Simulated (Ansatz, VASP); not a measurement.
## SrO: VASP beside Ansatz

POSCAR

```
SrO
1.0
    3.6166969302      0.0000000000      0.0000000000
   -1.8083484651      3.1321514193      0.0000000000
    0.0000000000      0.0000000000      6.3301051604
Sr O
2 2
Direct
    0.3333333333      0.6666666667      0.2500000000
    0.6666666667      0.3333333333      0.7500000000
    0.0000000000      0.0000000000      0.0000000000
    0.0000000000      0.0000000000      0.5000000000
```

File INCAR.step1:

```
SYSTEM = SrO
ALGO = Normal
EDIFF = 1E-4
ENCUT = 520
GGA = PE
ISMEAR = 0
LASPH = .True.
LCHARG = .False.
LREAL = .False.
LWAVE = .True.
NBANDS = 24
NELM = 80
PREC = Accurate
SIGMA = 0.01
```

Contents of INCAR.step2:

```
SYSTEM = SrO
ALGO = Normal
EDIFF = 1E-6
ENCUT = 520
ISIF = 2
ISMEAR = 0
ISTART = 1
LASPH = .True.
LCHARG = .False.
LMIXTAU = .True.
LREAL = .False.
LWAVE = .False.
METAGGA = R2SCAN
NBANDS = 24
NELM = 80
PREC = Accurate
SIGMA = 0.01
```

The input KPOINTS:

```
k-points
0
Gamma
  9 9 4
  0 0 0
```

Input for Ansatz:

```yaml
crystal:
  lattice:
    - [3.6166969302, 0.0, 0.0]
    - [-1.8083484651, 3.1321514193, 0.0]
    - [0.0, 0.0, 6.3301051604]
  atoms:
    - { symbol: Sr, position: [0.3333333333, 0.6666666667, 0.25] }
    - { symbol: Sr, position: [0.6666666667, 0.3333333333, 0.75] }
    - { symbol: O, position: [0.0, 0.0, 0.0] }
    - { symbol: O, position: [0.0, 0.0, 0.5] }
kpoints:
  mp_grid: { grid: [9, 9, 4] }
hamiltonian:
  xc: r2scan
scf:
  occupations: { method: fixed }
  n_extra_bands: 5
output:
  forces: true
  stress: true
  eigenvalues: true
```

Alike in both runs: task single point; functional r2SCAN; k mesh 9 × 9 × 4; no spin polarisation.

```csv
,VASP,Ansatz
version,VASP 6.6.1,Ansatz 0.2.0
potentials or method,"VASP PAW PBE potentials, release 64 (Sr_sv, O)","plane waves, PAW"
plane-wave cutoff (eV),520,500
occupations,"gaussian, width 0.01 eV",fixed
valence electrons in the cell,32,32
```

VASP gave:

| Property | Result |
| --- | --- |
| gap on the k mesh at the Fermi level (eV) | 3.36 |
| pressure (GPa) | -4.2 |
| traceless stress, the component that is largest in VASP (GPa) | -0.54 |

Question: Which values does Ansatz return?

Answer: gap on the k mesh at the Fermi level (eV): 3.35; pressure (GPa): -4.6; traceless stress, the component that is largest in VASP (GPa): -0.54.

VASP's potentials were made for PBE, not for r2SCAN.
